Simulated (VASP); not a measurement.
Write the native input for VASP 6.6.1 that does the following.

```
Task                   : relaxation of cell and atoms
Functional             : PBE
Potentials or basis    : VASP PAW PBE potentials, release 64 (Zr_sv, B)
Cutoff                 : 600 eV
k mesh                 : 6 × 6 × 2
Occupations            : gaussian, width 0.1 eV
Spin                   : no spin polarisation
Dipole correction      : no
Further INCAR settings : ALGO = Normal; EDIFF = 1e-07; IBRION = 2; EDIFFG = -0.04; NSW = 90; ISIF = 3
```

The structure of Zr4B lies in POSCAR:

```
Zr4B
1.0
    2.8939425100      0.0000000000      0.0000000000
   -1.4469712600      2.5062277300      0.0000000000
    0.0000000000      0.0000000000      9.3054182700
Zr B
4 1
Direct
    0.3333333300      0.6666666700      0.8658552800
    0.3333333300      0.6666666700      0.3767953500
    0.6666666700      0.3333333300      0.1341447200
    0.6666666700      0.3333333300      0.6232046500
    0.0000000000      0.0000000000      0.0000000000
```

One way to write it, as run:

INCAR

```
PREC = Accurate
ENCUT = 600
EDIFF = 1E-7
ISMEAR = 0
SIGMA = 0.1
LREAL = F
LASPH = T
NELM = 100
ALGO = Normal
ISIF = 3
LWAVE = F
LCHARG = F
GGA = PE
IBRION = 2
NSW = 90
EDIFFG = -0.04
```

KPOINTS

```
regular mesh
0
Gamma
  6 6 2
```

Potentials or basis: VASP PAW PBE potentials, release 64 (Zr_sv, B).

Run with:

```bash
$ cat potpaw_PBE.64/Zr_sv/POTCAR potpaw_PBE.64/B/POTCAR > POTCAR
$ mpirun -np 1 vasp_std > vasp.out
```

It gave:

```json
{"Relaxed volume": "20.68 Å³/atom", "Relaxed cell": "a = 3.364 Å, b = 3.364 Å, c = 10.548 Å, α = 90.00°, β = 90.00°, γ = 120.00°", "Space group after relaxing (to 0.05 Å)": "P-3m1 (No. 164)", "Energy gained by relaxing": "1378.9 meV/atom", "Ionic steps": "13", "Pressure after relaxing": "0.0 GPa", "Largest force after relaxing": "0.007 eV/Å"}
```

Caveat: the k points lie up to 0.36 Å⁻¹ apart in the final cell; the volume moved by over 15 % at a fixed basis, so the end points are rough.

It took 3.6 min on 1 thread of Intel(R) Xeon(R) 6975P-C (Granite Rapids) (shared host), peak memory 0.21 GiB.
